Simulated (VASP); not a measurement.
# HfB2 (P6/mmm) in VASP: further runs

HfB2 is run at these levels: PBE; tasks: electric field gradients.

Program: VASP 6.6.1. These are calculated values, not measurements. Logs are shortened: lines on timing, memory, paths and dates and some standing lists are left out, and cuts for length are marked.

## (1) The cell of the first run

The structure is hexagonal, space group P6/mmm (No. 191). The conventional cell has a = 3.140 Å, b = 3.140 Å, c = 3.480 Å, α = 90.00°, β = 90.00°, γ = 120.00°. Hf (site symmetry 6/mmm) has 12 B at 2.51 Å and 6 Hf at 3.14 Å within 3.3 Å. Within 2.4 Å of B (site symmetry -6m2) lie 3 B at 1.81 Å.

## (2) Electric field gradients, PBE

Contents of INCAR:

```
  PREC = Accurate
  ENCUT = 520
  EDIFF = 1E-8
  ISMEAR = 0
  SIGMA = 0.05
  LREAL = False
  LASPH = True
  NELM = 100
  ALGO = Normal
  ISIF = 2
  LWAVE = False
  LCHARG = False
  GGA = PE
  LEFG = True
  NBANDS = 15
```

Contents of KPOINTS:

```
regular mesh
0
Gamma
  14 14 12
```

Contents of POSCAR:

```
HfB2
1.0
    3.1400000000      0.0000000000      0.0000000000
   -1.5700000000      2.7193197679      0.0000000000
    0.0000000000      0.0000000000      3.4800000000
Hf B
1 2
Direct
    0.0000000000      0.0000000000      0.0000000000
    0.3333333333      0.6666666667      0.5000000000
    0.6666666667      0.3333333333      0.5000000000
```

Potentials or basis: VASP PAW PBE potentials, release 64 (Hf_pv, B).

On the command line:

```
$ cat potpaw_PBE.64/Hf_pv/POTCAR potpaw_PBE.64/B/POTCAR > POTCAR
$ mpirun -np 1 vasp_std > vasp.out
```

OUTCAR:

```text
PREC = Accurate
   ENCUT = 520
   EDIFF = 1E-8
   ISMEAR = 0
   LREAL = False
   LASPH = True
   NELM = 100
   ISIF = 2
   GGA = PE

 ion  position               nearest neighbor table
   1  0.000  0.000  0.000-   2 2.51   3 2.51   2 2.51   3 2.51   3 2.51   3 2.51   2 2.51   2 2.51
                             3 2.51   3 2.51   2 2.51   2 2.51
   2  0.333  0.667  0.500-   3 1.81   3 1.81   3 1.81   1 2.51   1 2.51   1 2.51   1 2.51   1 2.51
                             1 2.51
   3  0.667  0.333  0.500-   2 1.81   2 1.81   2 1.81   1 2.51   1 2.51   1 2.51   1 2.51   1 2.51
                             1 2.51

  LATTYP: Found a hexagonal cell.
 ALAT       =     3.1400000000
 C/A-ratio  =     1.1082802548

  Lattice vectors:

 A1 = (   3.1400000000,   0.0000000000,   0.0000000000)
 A2 = (  -1.5700000000,   2.7193197679,   0.0000000000)
 A3 = (   0.0000000000,   0.0000000000,   3.4800000000)

Analysis of symmetry for initial positions (statically):
=====================================================================
 Subroutine PRICEL returns:
 Original cell was already a primitive cell.

 Routine SETGRP: Setting up the symmetry group for a
 hexagonal supercell.

 Subroutine GETGRP returns: Found 24 space group operations
 (whereof 24 operations were pure point group operations)
 out of a pool of 24 trial point group operations.

The static configuration has the point symmetry D_6h.

Analysis of symmetry for dynamics (positions and initial velocities):
=====================================================================
 Subroutine PRICEL returns:
 Original cell was already a primitive cell.

 Routine SETGRP: Setting up the symmetry group for a
 hexagonal supercell.

 Subroutine GETGRP returns: Found 24 space group operations
 (whereof 24 operations were pure point group operations)
 out of a pool of 24 trial point group operations.

The dynamic configuration has the point symmetry D_6h.

 Subroutine INISYM returns: Found 24 space group operations
 (whereof 24 operations are pure point group operations),
 and found     1 'primitive' translations

----------------------------------------------------------------------------------------

                                     Primitive cell

  volume of cell :      29.7146

  direct lattice vectors                    reciprocal lattice vectors
     3.140000000  0.000000000  0.000000000     0.318471338  0.183869512  0.000000000
    -1.570000000  2.719319768  0.000000000     0.000000000  0.367739025  0.000000000
     0.000000000  0.000000000  3.480000000     0.000000000  0.000000000  0.287356322

  length of vectors
     3.140000000  3.140000000  3.480000000     0.367739025  0.367739025  0.287356322

  position of ions in fractional coordinates (direct lattice)
     0.000000000  0.000000000  0.000000000
     0.333333333  0.666666667  0.500000000
     0.666666667  0.333333333  0.500000000

  ion indices of the primitive-cell ions
   primitive index   ion index
                 1           1
                 2           2
                 3           3

----------------------------------------------------------------------------------------

 KPOINTS: regular mesh

Automatic generation of k-mesh.
 Grid dimensions read from file:
 generate k-points for:   14   14   12

 Generating k-lattice:

  Cartesian coordinates                     Fractional coordinates (reciprocal lattice)
     0.022747953  0.013133537  0.000000000     0.071428571  0.000000000  0.000000000
     0.000000000  0.026267073  0.000000000     0.000000000  0.071428571  0.000000000
     0.000000000  0.000000000  0.023946360     0.000000000  0.000000000  0.083333333

  Length of vectors
     0.026267073  0.026267073  0.023946360

[... 47 lines left out ...]
   ISPIN  =      1    spin polarized calculation?
   LNONCOLLINEAR =      F non collinear calculations
   LSORBIT =      F    spin-orbit coupling
   LASPH  =      T    aspherical Exc in radial PAW
   ENCUT  =  520.0 eV  38.22 Ry    6.18 a.u.   5.84  5.84  6.47*2*pi/ulx,y,z
   NELM   =    100;   NELMIN=  2; NELMDL= -5     # of ELM steps
   EDIFF  = 0.1E-07   stopping-criterion for ELM
   LREAL  =      F    real-space projection
   EDIFFG = 0.1E-06   stopping-criterion for IOM
   NSW    =      0    number of steps for IOM
   IBRION =     -1    ionic relax: 0-MD 1-quasi-New 2-CG
   NFREE  =      0    steps in history (QN), initial steepest desc. (CG)
   ISIF   =      2    stress and relaxation
   ISYM   =      2    0-nonsym 1-usesym 2-fastsym
   POTIM  = 0.5000    time-step for ionic-motion
   TEBEG  =    0.0;   TEEND  =   0.0 temperature during run
   PSTRESS=    0.0 pullay stress
   NELECT =      16.0000    total number of electrons
   NUPDOWN=      -1.0000    fix difference up-down
   EMIN   =  10.00;   EMAX   =-10.00  energy-range for DOS
   EFERMI =   0.00;   METHOD = LEGACY
   ISMEAR =     0;   SIGMA  =   0.05  broadening in eV -4-tet -1-fermi 0-gaus
   EFERMI_NEDOS =   21; number of points for ismear=-14 and -15
   IALGO  =     38    algorithm
   IMIX   =      4    mixing-type and parameters
     AMIX     =   0.40;   BMIX     =  1.00
     AMIX_MAG =   1.60;   BMIX_MAG =  1.00
  volume/ion in A,a.u.               =       9.90        66.84
  Fermi-wavevector in a.u.,A,eV,Ry     =   1.331860  2.516850 24.134693  1.773850
  Thomas-Fermi vector in A             =   2.460838
   LORBIT       =      0    0 simple, 1 ext, 2 COOP (PROOUT), +10 PAW based schemes
   GGA     = PE    functional components
   LHFCALC =     F    Hartree Fock is set to
   AEXX    =    0.0000 exact exchange contribution
   IVDW    =     0    specifies the selected vdW correction
   LEPSILON=     F    determine dielectric tensor
   LRPA    =     F    only Hartree local field effects (RPA)
 non-spin polarized calculation
 Gauss-broadening in eV      SIGMA  =   0.05
  energy-cutoff  :      520.00
  volume of cell :       29.71
 maximum number of plane-waves:       818
 NGX is ok and might be reduce to    24
   NGX = 11   NGY = 11   NGZ = 13

 number of electron      15.9999998 magnetization

 Free energy of the ion-electron system (eV)
  ---------------------------------------------------
  ext. energy  EPLUGINS =         0.00000000
  ---------------------------------------------------
  free energy    TOTEN  =       -26.39997839 eV

  energy without entropy =      -26.39956811  energy(sigma->0) =      -26.39977325

 E-fermi :   7.6881     XC(G=0): -12.5967

 val. band max:        7.6738805803   @ k =   0.3571   0.2143   0.0000
 cond. band min:       7.7157548649   @ k =   0.2857   0.2143   0.0000
 fundamental gap:      0.0418742845
 Fermi energy:         7.6881214757

 k-point     1 :       0.0000    0.0000    0.0000
  band No.  band energies     occupation
      1     -22.9650      2.00000
      2     -22.4651      2.00000
      3     -22.4651      2.00000
      4      -6.0843      2.00000
      5       4.6678      2.00000
      6       4.7727      2.00000
      7       4.7727      2.00000
      8       4.8890      2.00000
      9      11.6966      0.00000
     10      11.6966      0.00000
     11      12.3323      0.00000
     12      12.3323      0.00000
     13      12.6601      0.00000
     14      12.6601      0.00000
[... 401 lines left out ...]
      2     -22.9360      2.00000
      3     -22.8163      2.00000
      4      -0.8296      2.00000
      5      -0.8023      2.00000
      6       0.3506      2.00000
      7       4.6704      2.00000
      8       5.5458      2.00000
      9       8.8168      0.00000
     10       9.7663      0.00000
     11      11.3865      0.00000
     12      16.3970      0.00000
     13      17.4618      0.00000
     14      18.0957      0.00000
     15      19.5287      0.00000

 [... further k-points ...]

------------------------ aborting loop because EDIFF is reached ----------------------------------------

  FORCE on cell =-STRESS in cart. coord.  units (eV):
  Direction    XX          YY          ZZ          XY          YZ          ZX
  --------------------------------------------------------------------------------------
  -------------------------------------------------------------------------------------
  Total        0.1682479      0.1682479      0.2088555      0.0000000     -0.0000000      0.0000000
  in kB        9.0717496      9.0717496     11.2612668      0.0000000     -0.0000000      0.0000000
  external PRESSURE =       9.8015886 kB  Pullay stress =       0.0000000 kB

 VOLUME and BASIS-vectors are now :
 -----------------------------------------------------------------------------
  energy-cutoff  :      520.00
  volume of cell :       29.71
      direct lattice vectors                 reciprocal lattice vectors
     3.140000000  0.000000000  0.000000000     0.318471338  0.183869512  0.000000000
    -1.570000000  2.719319768  0.000000000     0.000000000  0.367739025  0.000000000
     0.000000000  0.000000000  3.480000000     0.000000000  0.000000000  0.287356322

 POSITION                                       TOTAL-FORCE (eV/Angst)
 -----------------------------------------------------------------------------------
      0.00000      0.00000      0.00000         0.000000     -0.000000      0.000000
     -0.00000      1.81288      1.74000         0.000000      0.000000      0.000000
      1.57000      0.90644      1.74000        -0.000000     -0.000000     -0.000000
 -----------------------------------------------------------------------------------
    total drift:                               -0.000000      0.000000      0.000000

  FREE ENERGIE OF THE ION-ELECTRON SYSTEM (eV)
  ---------------------------------------------------
  free  energy   TOTEN  =       -26.3999783866 eV

  energy  without entropy=      -26.3995681085  energy(sigma->0) =      -26.39977325

 Electric field gradients (V/A^2)
---------------------------------------------------------------------
 ion       V_xx      V_yy      V_zz      V_xy      V_xz      V_yz
---------------------------------------------------------------------
   1     -38.724   -38.724    77.448    -0.000     0.000    -0.000
   2      -0.773    -0.773     1.546    -0.000     0.000    -0.000
   3      -0.773    -0.773     1.546    -0.000     0.000     0.000
---------------------------------------------------------------------

 Electric field gradients after diagonalization (V/A^2)
 (convention: |V_zz| > |V_xx| > |V_yy|)
----------------------------------------------------------------------
 ion       V_xx      V_yy      V_zz     asymmetry (V_yy - V_xx)/ V_zz
----------------------------------------------------------------------
   1     -38.724   -38.724    77.448       0.000
   2      -0.773    -0.773     1.546       0.000
   3      -0.773    -0.773     1.546       0.000
----------------------------------------------------------------------

           NMR quadrupolar parameters

 Cq : quadrupolar parameter    Cq=e*Q*V_zz/h
 eta: asymmetry parameters     (V_yy - V_xx)/ V_zz
 Q  : nuclear electric quadrupole moment in mb (millibarn)
----------------------------------------------------------------------
 ion       Cq(MHz)       eta       Q (mb)
----------------------------------------------------------------------
   1       0.187       0.000       1.000
   2       0.004       0.000       1.000
   3       0.004       0.000       1.000
----------------------------------------------------------------------
```

It took 43 s on 1 thread of Intel Xeon Platinum 8375C at 2.90GHz (Ice Lake), shared host; peak memory 0.2 GiB.

What came out:

* Free energy: -26.4000 eV
* Pressure: 1.0 GPa
* Band gap on the k mesh: zero (band 8 reaches 8.47 eV, above the bottom of band 9 at 7.46 eV)

Electric field gradients, principal values (V/Å²):
```csv
atom,least,middle,greatest (by size)
1 Hf,-38.724,-38.724,77.448
2 B,-0.773,-0.773,1.546
3 B,-0.773,-0.773,1.546
```

Caveat: without QUAD_EFG the Cq values of the log hold for a quadrupole moment of 1 mb, not for the nuclei; spin-orbit coupling is left out, which moves the levels of the heavy elements.

## (3) Electric field gradients, PBE

This run uses another cell than the first one, of 9.96 Å³/atom, 1.005 times its volume.

Contents of INCAR:

```
SYSTEM = HfB2
PREC = Accurate
ENCUT = 520
EDIFF = 1E-8
ISMEAR = 0
SIGMA = 0.05
LREAL = .False.
LASPH = .True.
NELM = 100
ALGO = Normal
ISIF = 2
LWAVE = .False.
LCHARG = .False.
GGA = PE
LEFG = .True.
NBANDS = 15
```

Contents of KPOINTS:

```
Automatic mesh
0
Gamma
  14 14 12
  0 0 0
```

Contents of POSCAR:

```
HfB2
1.0
    3.1453127744      0.0000000000      0.0000000000
   -1.5726563872      2.7239207655      0.0000000000
    0.0000000000      0.0000000000      3.4867733264
Hf B
1 2
Direct
    0.0000000000      0.0000000000      0.0000000000
    0.3333333333      0.6666666667      0.5000000000
    0.6666666667      0.3333333333      0.5000000000
```

Potentials or basis: VASP PAW PBE potentials, release 64 (Hf_pv, B).

On the command line:

```
$ cat potpaw_PBE.64/Hf_pv/POTCAR potpaw_PBE.64/B/POTCAR > POTCAR
$ mpirun -np 1 vasp_std > vasp.out
```

OUTCAR:

```text
SYSTEM = HfB2
   PREC = Accurate
   ENCUT = 520
   EDIFF = 1E-8
   ISMEAR = 0
   LREAL = .False.
   LASPH = .True.
   NELM = 100
   ISIF = 2
   GGA = PE

 ion  position               nearest neighbor table
   1  0.000  0.000  0.000-   2 2.52   3 2.52   2 2.52   3 2.52   3 2.52   3 2.52   2 2.52   2 2.52
                             3 2.52   3 2.52   2 2.52   2 2.52
   2  0.333  0.667  0.500-   3 1.82   3 1.82   3 1.82   1 2.52   1 2.52   1 2.52   1 2.52   1 2.52
                             1 2.52
   3  0.667  0.333  0.500-   2 1.82   2 1.82   2 1.82   1 2.52   1 2.52   1 2.52   1 2.52   1 2.52
                             1 2.52

  LATTYP: Found a hexagonal cell.
 ALAT       =     3.1453127744
 C/A-ratio  =     1.1085617160
[... 660 lines left out ...]
 ion       V_xx      V_yy      V_zz      V_xy      V_xz      V_yz
---------------------------------------------------------------------
   1     -38.661   -38.661    77.322     0.000    -0.000     0.000
   2      -0.779    -0.779     1.557    -0.000     0.000    -0.000
   3      -0.779    -0.779     1.557    -0.000     0.000     0.000
---------------------------------------------------------------------

 Electric field gradients after diagonalization (V/A^2)
 (convention: |V_zz| > |V_xx| > |V_yy|)
----------------------------------------------------------------------
 ion       V_xx      V_yy      V_zz     asymmetry (V_yy - V_xx)/ V_zz
----------------------------------------------------------------------
   1     -38.661   -38.661    77.322       0.000
   2      -0.779    -0.779     1.557       0.000
   3      -0.779    -0.779     1.557       0.000
----------------------------------------------------------------------

           NMR quadrupolar parameters

 Cq : quadrupolar parameter    Cq=e*Q*V_zz/h
 eta: asymmetry parameters     (V_yy - V_xx)/ V_zz
 Q  : nuclear electric quadrupole moment in mb (millibarn)
----------------------------------------------------------------------
 ion       Cq(MHz)       eta       Q (mb)
----------------------------------------------------------------------
   1       0.187       0.000       1.000
   2       0.004       0.000       1.000
   3       0.004       0.000       1.000
----------------------------------------------------------------------
```

stdout:

```text
POSCAR found type information on POSCAR HfB
 POSCAR found :  2 types and       3 ions
 scaLAPACK will be used
 LDA part: xc-table for (Slater+PW92), standard interpolation
 POSCAR, INCAR and KPOINTS ok, starting setup
 FFT: planning ... GRIDC
 FFT: planning ... GRID_SOFT
 FFT: planning ... GRID
 WAVECAR not read
 entering main loop
ion   1

ion   2

ion   3
```

Wall time 42 s (1 thread of Intel Xeon Platinum 8375C at 2.90GHz (Ice Lake), shared host); peak memory 0.2 GiB.

Results:

```
Free energy            : -26.4004 eV
Pressure               : -0.4 GPa
Band gap on the k mesh : zero (band 8 reaches 8.42 eV, above the bottom of band 9 at 7.42 eV)
```

Levels at points of the mesh, in eV from the Fermi level:
```
           k point  band 4  band 5  band 6  band 7  band 8  band 9  band 10  band 11  band 12  band 13
(0.00, 0.00, 0.00)  -13.74   -3.01   -2.90   -2.90   -2.80    3.98     3.98     4.61     4.61     4.94
(0.50, 0.00, 0.00)   -9.77   -9.07   -4.13   -3.45   -2.87    2.08     2.69     5.52     5.67     6.25
(0.00, 0.00, 0.50)  -11.36   -8.36   -1.21   -1.21    0.30    0.30     0.98     0.98     2.19     5.05
(0.50, 0.00, 0.50)  -10.34   -7.52   -4.97   -4.70   -2.70    3.95     4.10     6.20     7.12     7.28
```

Electric field gradients, principal values (V/Å²):
```tsv
atom	least	middle	greatest (by size)
1 Hf	-38.661	-38.661	77.322
2 B	-0.779	-0.779	1.557
3 B	-0.779	-0.779	1.557
```

Caveat: without QUAD_EFG the Cq values of the log hold for a quadrupole moment of 1 mb, not for the nuclei; spin-orbit coupling is left out, which moves the levels of the heavy elements.
